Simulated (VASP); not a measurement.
# Fe (Fm-3m) in VASP: single point with r2SCAN

Aim: the single point of Fe with r2SCAN.

All numbers are computed with VASP 6.6.1; they aren't measurements. Logs are shortened: lines on timing, memory, paths and dates and some standing lists are left out, and cuts for length are marked.

## (1) The cell of the first run

Symmetry: Fm-3m, No. 225, cubic system. The conventional cell has a = 3.648 Å, b = 3.648 Å, c = 3.648 Å, α = 90.00°, β = 90.00°, γ = 90.00°. Fe (site symmetry m-3m) has 12 Fe at 2.58 Å within 3.4 Å.

This isn't the form of Fe at room conditions, which is bcc.

## (2) Single point, r2SCAN, collinear spin, ferromagnetic start

Input file POSCAR:

```
Fe
1.0
    0.0000000000      1.8242282967      1.8242282967
    1.8242282967      0.0000000000      1.8242282967
    1.8242282967      1.8242282967      0.0000000000
Fe
1
Direct
    0.5000000000      0.5000000000      0.5000000000
```

Input file INCAR.step1:

```
  ALGO = Normal
  EDIFF = 1E-5
  ENCUT = 660
  GGA = PE
  GGA_COMPAT = F
  ISMEAR = 0
  ISPIN = 2
  LASPH = T
  LCHARG = F
  LMAXMIX = 4
  LREAL = F
  LWAVE = T
  MAGMOM = 3.11
  NBANDS = 14
  NELM = 200
  PREC = Accurate
  SIGMA = 0.1
```

Input file INCAR.step2:

```
  ALGO = Normal
  EDIFF = 1E-6
  ENCUT = 660
  GGA_COMPAT = F
  ISIF = 2
  ISMEAR = 0
  ISPIN = 2
  ISTART = 1
  LASPH = T
  LCHARG = T
  LELF = T
  LMAXMIX = 4
  LMIXTAU = T
  LORBIT = 11
  LREAL = F
  LVHAR = T
  LWAVE = F
  MAGMOM = 3.11
  METAGGA = R2SCAN
  NBANDS = 14
  NELM = 200
  PREC = Accurate
  SIGMA = 0.1
```

Input file KPOINTS:

```
k-points
0
Gamma
  26 26 26
```

Potentials or basis: VASP PAW PBE potentials, release 64 (Fe).

Run with:

```bash
> cat potpaw_PBE.64/Fe/POTCAR > POTCAR
> cp INCAR.step1 INCAR
> mpirun -np 1 vasp_std > vasp.out
> cp INCAR.step2 INCAR
> mpirun -np 1 vasp_std > vasp.out
```

OUTCAR:

```text
EDIFF = 1E-6
   ENCUT = 660
   ISIF = 2
   ISMEAR = 0
   ISPIN = 2
   ISTART = 1
   LASPH = T
   LORBIT = 11
   LREAL = F
   METAGGA = R2SCAN
   NELM = 200
   PREC = Accurate

 ion  position               nearest neighbor table
   1  0.500  0.500  0.500-

  LATTYP: Found a face centered cubic cell.
 ALAT       =     3.6484565934

  Lattice vectors:

 A1 = (   0.0000000000,   1.8242282967,   1.8242282967)
 A2 = (   1.8242282967,   0.0000000000,   1.8242282967)
 A3 = (   1.8242282967,   1.8242282967,   0.0000000000)

Analysis of symmetry for initial positions (statically):
=====================================================================
 Subroutine PRICEL returns:
 Original cell was already a primitive cell.

 Routine SETGRP: Setting up the symmetry group for a
 face centered cubic supercell.

 Subroutine GETGRP returns: Found 48 space group operations
 (whereof 48 operations were pure point group operations)
 out of a pool of 48 trial point group operations.

The static configuration has the point symmetry O_h .

Analysis of symmetry for dynamics (positions and initial velocities):
=====================================================================
 Subroutine PRICEL returns:
 Original cell was already a primitive cell.

 Routine SETGRP: Setting up the symmetry group for a
 face centered cubic supercell.

 Subroutine GETGRP returns: Found 48 space group operations
 (whereof 48 operations were pure point group operations)
 out of a pool of 48 trial point group operations.

The dynamic configuration has the point symmetry O_h .

Analysis of structural, dynamic, and magnetic symmetry:
=====================================================================
 Subroutine PRICEL returns:
 Original cell was already a primitive cell.

 Routine SETGRP: Setting up the symmetry group for a
 face centered cubic supercell.

 Subroutine GETGRP returns: Found 48 space group operations
 (whereof 48 operations were pure point group operations)
 out of a pool of 48 trial point group operations.

The overall configuration has the point symmetry O_h .

 Subroutine INISYM returns: Found 48 space group operations
 (whereof 48 operations are pure point group operations),
 and found     1 'primitive' translations

----------------------------------------------------------------------------------------

                                     Primitive cell

  volume of cell :      12.1414

  direct lattice vectors                    reciprocal lattice vectors
     0.000000000  1.824228297  1.824228297    -0.274088501  0.274088501  0.274088501
     1.824228297  0.000000000  1.824228297     0.274088501 -0.274088501  0.274088501
     1.824228297  1.824228297  0.000000000     0.274088501  0.274088501 -0.274088501

  length of vectors
     2.579848398  2.579848398  2.579848398     0.474735210  0.474735210  0.474735210

  position of ions in fractional coordinates (direct lattice)
     0.500000000  0.500000000  0.500000000

  ion indices of the primitive-cell ions
   primitive index   ion index
                 1           1

----------------------------------------------------------------------------------------

 KPOINTS: k-points

Automatic generation of k-mesh.
 Grid dimensions read from file:
 generate k-points for:   26   26   26

 Generating k-lattice:

  Cartesian coordinates                     Fractional coordinates (reciprocal lattice)
    -0.010541865  0.010541865  0.010541865     0.038461538  0.000000000  0.000000000
     0.010541865 -0.010541865  0.010541865     0.000000000  0.038461538  0.000000000
     0.010541865  0.010541865 -0.010541865     0.000000000  0.000000000  0.038461538

  Length of vectors
     0.018259047  0.018259047  0.018259047

  Shift w.r.t. Gamma in fractional coordinates (k-lattice)
     0.000000000  0.000000000  0.000000000

 Subroutine IBZKPT returns following result:
 ===========================================

 Found    511 irreducible k-points:

 Following reciprocal coordinates:
            Coordinates               Weight
  0.000000  0.000000  0.000000      1.000000
  0.038462  0.000000  0.000000      8.000000
  0.076923  0.000000  0.000000      8.000000
  0.115385  0.000000  0.000000      8.000000
  0.153846  0.000000  0.000000      8.000000
  0.192308  0.000000  0.000000      8.000000
[... 16 lines left out ...]
  0.346154  0.038462  0.000000     24.000000
  0.384615  0.038462  0.000000     24.000000
 [... further k-points ...]
   k-points           NKPTS =    511   k-points in BZ     NKDIM =    511   number of bands    NBANDS=     14
   number of dos      NEDOS =    301   number of ions     NIONS =      1
   total plane-waves  NPLWV =  13824
   dimension x,y,z NGX =    24 NGY =   24 NGZ =   24
   dimension x,y,z NGXF=    48 NGYF=   48 NGZF=   48
   ions per type =               1
   NGX,Y,Z   is equivalent  to a cutoff of  15.47, 15.47, 15.47 a.u.
   NGXF,Y,Z  is equivalent  to a cutoff of  30.93, 30.93, 30.93 a.u.
 SYSTEM =  unknown system
   PREC   = accura    normal or accurate (medium, high low for compatibility)
   ISTART =      1    job   : 0-new  1-cont  2-samecut
   ICHARG =      0    charge: 1-file 2-atom 10-const
   ISPIN  =      2    spin polarized calculation?
   LNONCOLLINEAR =      F non collinear calculations
   LSORBIT =      F    spin-orbit coupling
   LASPH  =      T    aspherical Exc in radial PAW
   ENCUT  =  660.0 eV  48.51 Ry    6.96 a.u.   5.40  5.40  5.40*2*pi/ulx,y,z
   NELM   =    200;   NELMIN=  2; NELMDL=  0     # of ELM steps
   EDIFF  = 0.1E-05   stopping-criterion for ELM
   LREAL  =      F    real-space projection
   EDIFFG = 0.1E-04   stopping-criterion for IOM
   NSW    =      0    number of steps for IOM
   IBRION =     -1    ionic relax: 0-MD 1-quasi-New 2-CG
   NFREE  =      0    steps in history (QN), initial steepest desc. (CG)
   ISIF   =      2    stress and relaxation
   ISYM   =      2    0-nonsym 1-usesym 2-fastsym
   POTIM  = 0.5000    time-step for ionic-motion
   TEBEG  =    0.0;   TEEND  =   0.0 temperature during run
   PSTRESS=    0.0 pullay stress
   NELECT =       8.0000    total number of electrons
   NUPDOWN=      -1.0000    fix difference up-down
   EMIN   =  10.00;   EMAX   =-10.00  energy-range for DOS
   EFERMI =   0.00;   METHOD = LEGACY
   ISMEAR =     0;   SIGMA  =   0.10  broadening in eV -4-tet -1-fermi 0-gaus
   EFERMI_NEDOS =   21; number of points for ismear=-14 and -15
   IALGO  =     38    algorithm
   IMIX   =      4    mixing-type and parameters
     AMIX     =   0.40;   BMIX     =  1.00
     AMIX_MAG =   1.60;   BMIX_MAG =  1.00
  volume/ion in A,a.u.               =      12.14        81.93
  Fermi-wavevector in a.u.,A,eV,Ry     =   1.424565  2.692038 27.611470  2.029386
  Thomas-Fermi vector in A             =   2.545043
   LORBIT       =     11    0 simple, 1 ext, 2 COOP (PROOUT), +10 PAW based schemes
   METAGGA = R2SCAN    functional components
   LHFCALC =     F    Hartree Fock is set to
   AEXX    =    0.0000 exact exchange contribution
   IVDW    =     0    specifies the selected vdW correction
   LEPSILON=     F    determine dielectric tensor
   LRPA    =     F    only Hartree local field effects (RPA)
 spin polarized calculation
 Gauss-broadening in eV      SIGMA  =   0.10
  energy-cutoff  :      660.00
  volume of cell :       12.14
 maximum number of plane-waves:       489
 NGX is ok and might be reduce to    24
   NGX = 11   NGY = 11   NGZ = 11

 number of electron       8.0000000 magnetization       2.8096342

 Free energy of the ion-electron system (eV)
  ---------------------------------------------------
  ext. energy  EPLUGINS =         0.00000000
  ---------------------------------------------------
  free energy    TOTEN  =       -14.26025665 eV

  energy without entropy =      -14.25654034  energy(sigma->0) =      -14.25839849

 E-fermi :   5.6764     XC(G=0): -13.8169

 val. band max:        5.6737124572   @ k =   0.4615   0.3077   0.0000
 cond. band min:       5.6772799119   @ k =  -0.4615   0.4231   0.1154
 fundamental gap:      0.0035674547
 Fermi energy:         5.6764495007

 spin component 1

 k-point     1 :       0.0000    0.0000    0.0000
  band No.  band energies     occupation
      1      -3.2166      1.00000
      2       2.2069      1.00000
      3       2.2069      1.00000
      4       2.2069      1.00000
      5       3.0876      1.00000
      6       3.0876      1.00000
      7      28.0309      0.00000
      8      31.9521      0.00000
      9      31.9521      0.00000
     10      31.9521      0.00000
     11      34.3453      0.00000
     12      34.3453      0.00000
     13      34.3453      0.00000
     14      37.8467      0.00000
[... 375 lines left out ...]
 k-point    24 :       0.3846    0.0385    0.0000
  band No.  band energies     occupation
      1      -0.0867      1.00000
      2       2.0949      1.00000
      3       2.1580      1.00000
      4       3.0744      1.00000
      5       3.8436      1.00000
      6       3.9845      1.00000
      7      14.2603      0.00000
      8      26.8319      0.00000
      9      28.3415      0.00000
     10      30.1887      0.00000
     11      32.1408      0.00000
     12      33.6523      0.00000
     13      37.9484      0.00000
     14      44.4356      0.00000

 [... further k-points ...]

 spin component 2

 k-point     1 :       0.0000    0.0000    0.0000
  band No.  band energies     occupation
      1      -3.6711      1.00000
      2       5.7397      0.18549
      3       5.7397      0.18548
      4       5.7398      0.18526
      5       7.7306      0.00000
      6       7.7306      0.00000
      7      27.2535      0.00000
      8      33.0317      0.00000
      9      33.0318      0.00000
     10      33.0318      0.00000
     11      35.8563      0.00000
     12      35.8564      0.00000
     13      35.8564      0.00000
     14      37.4097      0.00000
[... 375 lines left out ...]
 k-point    24 :       0.3846    0.0385    0.0000
  band No.  band energies     occupation
      1       0.7775      1.00000
      2       4.5287      1.00000
      3       5.9683      0.00002
      4       6.0272      0.00000
      5       8.0648      0.00000
      6       8.2069      0.00000
      7      15.9629      0.00000
      8      26.3842      0.00000
      9      29.8164      0.00000
     10      31.7407      0.00000
     11      33.3600      0.00000
     12      34.9938      0.00000
     13      39.0708      0.00000
     14      46.5918      0.00000

 [... further k-points ...]
[... 5 lines left out ...]
  --------------------------------------------------------------------------------------
  -------------------------------------------------------------------------------------
  Total       -0.0312736     -0.0312736     -0.0312736      0.0000000     -0.0000000      0.0000000
  in kB       -4.1268743     -4.1268743     -4.1268743      0.0000000     -0.0000000      0.0000000
  external PRESSURE =      -4.1268743 kB  Pullay stress =       0.0000000 kB

 VOLUME and BASIS-vectors are now :
 -----------------------------------------------------------------------------
  energy-cutoff  :      660.00
  volume of cell :       12.14
      direct lattice vectors                 reciprocal lattice vectors
     0.000000000  1.824228297  1.824228297    -0.274088501  0.274088501  0.274088501
     1.824228297  0.000000000  1.824228297     0.274088501 -0.274088501  0.274088501
     1.824228297  1.824228297  0.000000000     0.274088501  0.274088501 -0.274088501

 POSITION                                       TOTAL-FORCE (eV/Angst)
 -----------------------------------------------------------------------------------
      1.82423      1.82423      1.82423         0.000000      0.000000      0.000000
 -----------------------------------------------------------------------------------
    total drift:                               -0.000000     -0.000000      0.000000

  FREE ENERGIE OF THE ION-ELECTRON SYSTEM (eV)
  ---------------------------------------------------
  free  energy   TOTEN  =       -14.2602566531 eV

  energy  without entropy=      -14.2565403363  energy(sigma->0) =      -14.25839849

 total charge

# of ion       s       p       d       tot
------------------------------------------
    1        0.480   0.534   6.127   7.141

 magnetization (x)

# of ion       s       p       d       tot
------------------------------------------
    1       -0.009  -0.088   2.959   2.863
```

Run time: 13 min. Hardware: 1 thread of Oxide Virtual Turin-like, shared host; peak memory 0.27 GiB.

What came out:

```
Free energy                                           : -14.2603 eV
Pressure                                              : -0.4 GPa
Net moment                                            : 2.81 μB per cell
Site moments                                          : Fe +2.86 μB
Valence electrons inside the program's atomic spheres : Fe 7.14
```

Levels at points of the mesh, in eV from the Fermi level:
Spin up:
| k point | band 3 | band 4 | band 5 | band 6 | band 7 | band 8 |
| --- | --- | --- | --- | --- | --- | --- |
| (0.00, 0.00, 0.00) | -3.47 | -3.47 | -2.59 | -2.59 | 22.35 | 26.28 |
| (0.50, 0.00, 0.00) | -3.66 | -1.65 | -1.65 | -0.44 | 5.44 | 20.92 |
| (0.50, 0.50, 0.00) | -1.83 | -1.35 | -1.35 | 2.23 | 8.79 | 14.08 |
Spin down:
| k point | band 1 | band 2 | band 3 | band 4 | band 5 | band 6 | band 7 | band 8 |
| --- | --- | --- | --- | --- | --- | --- | --- | --- |
| (0.00, 0.00, 0.00) | -9.35 | 0.06 | 0.06 | 0.06 | 2.05 | 2.05 | 21.58 | 27.36 |
| (0.50, 0.00, 0.00) | -3.88 | -0.90 | 0.22 | 0.22 | 2.71 | 2.71 | 7.89 | 20.30 |
| (0.50, 0.50, 0.00) | -3.36 | -2.61 | 2.04 | 2.71 | 2.71 | 2.99 | 11.05 | 14.93 |

Caveat: the PAW data sets were made with another functional, which shifts forces and pressure a little.
